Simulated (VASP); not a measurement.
Input of a VASP 6.6.1 run:

Contents of INCAR:

```
PREC     = Accurate       # precision mode
ENCUT    = 600            # plane-wave cutoff, eV
EDIFF    = 1E-6           # SCF threshold, eV
ISMEAR   = 0              # smearing method
SIGMA    = 0.1            # smearing width, eV
LREAL    = F              # projectors in reciprocal space
LASPH    = T              # aspherical terms in the spheres
NELM     = 100            # most SCF steps
ALGO     = Normal         # electronic algorithm
ISIF     = 3              # what is computed and relaxed
LWAVE    = F              # write WAVECAR
LCHARG   = F              # write CHGCAR
GGA      = PE             # functional
IVDW     = 12             # dispersion correction
IBRION   = 2              # ionic algorithm
NSW      = 100            # ionic steps
EDIFFG   = -0.002         # ionic threshold
```

Contents of KPOINTS:

```
Automatic mesh
0
Gamma
  18 18 18
```

The input POSCAR:

```
Au
1.0
    0.0000000000      2.0350000000      2.0350000000
    2.0350000000      0.0000000000      2.0350000000
    2.0350000000      2.0350000000      0.0000000000
Au
1
Direct
    0.0000000000      0.0000000000      0.0000000000
```

Potentials or basis: VASP PAW PBE potentials, release 64 (Au).

Launch:

```bash
$ cat potpaw_PBE.64/Au/POTCAR > POTCAR
$ mpirun -np 1 vasp_std > vasp.out
```

Question: Estimate the relaxed volume.

Answer: 17.25 Å³/atom.

Question: Estimate the dispersion energy per atom.

Answer: -0.657 eV.

Question: Predict the band gap on the k mesh.

Answer: Zero (an odd number of electrons rules out a gap without spin polarisation).

Final structure:
```cif
data_structure
_symmetry_space_group_name_H-M 'P 1'
_symmetry_Int_Tables_number 1
_cell_length_a 2.9001
_cell_length_b 2.9001
_cell_length_c 2.9001
_cell_angle_alpha 60.000
_cell_angle_beta 60.000
_cell_angle_gamma 60.000
_cell_volume 17.25
loop_
_atom_site_label
_atom_site_type_symbol
_atom_site_fract_x
_atom_site_fract_y
_atom_site_fract_z
_atom_site_occupancy
Au1 Au 0.00000 0.00000 0.00000 1
```

Caveat: spin-orbit coupling is left out, which moves the levels of the heavy elements. Zero-point motion and thermal expansion aren't in these numbers.
